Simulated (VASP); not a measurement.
A run of VASP 6.6.1 is set up as follows.

INCAR

```
SYSTEM = Pd
PREC     = Accurate       ! precision mode
ENCUT    = 520            ! plane-wave cutoff, eV
EDIFF    = 1E-6           ! SCF threshold, eV
ISMEAR   = 0              ! smearing method
SIGMA    = 0.1            ! smearing width, eV
LREAL    = .FALSE.        ! projectors in reciprocal space
LASPH    = .TRUE.         ! aspherical terms in the spheres
NELM     = 100            ! most SCF steps
ALGO     = Normal         ! electronic algorithm
ISIF     = 2              ! what is computed and relaxed
LWAVE    = .FALSE.        ! write WAVECAR
LCHARG   = .FALSE.        ! write CHGCAR
GGA      = CA             ! functional
NBANDS   = 11             ! bands
```

File KPOINTS:

```
Automatic mesh
0
G
  18 18 18
  0 0 0
```

Contents of POSCAR:

```
Pd
1.0
    0.0000000000      1.9194981086      1.9194981086
    1.9194981086      0.0000000000      1.9194981086
    1.9194981086      1.9194981086      0.0000000000
Pd
1
Direct
    0.0000000000      0.0000000000      0.0000000000
```

Potentials or basis: VASP PAW LDA potentials, release 64 (Pd).

Run with:

```sh
$ cat potpaw_LDA.64/Pd/POTCAR > POTCAR
$ mpirun -np 1 vasp_std > vasp.out
```

Q: What does it give for the pressure?

A: 0.3 GPa.

Q: Estimate the band gap on the k mesh.

A: Zero (band 5 reaches 10.65 eV, above the bottom of band 6 at 8.95 eV).
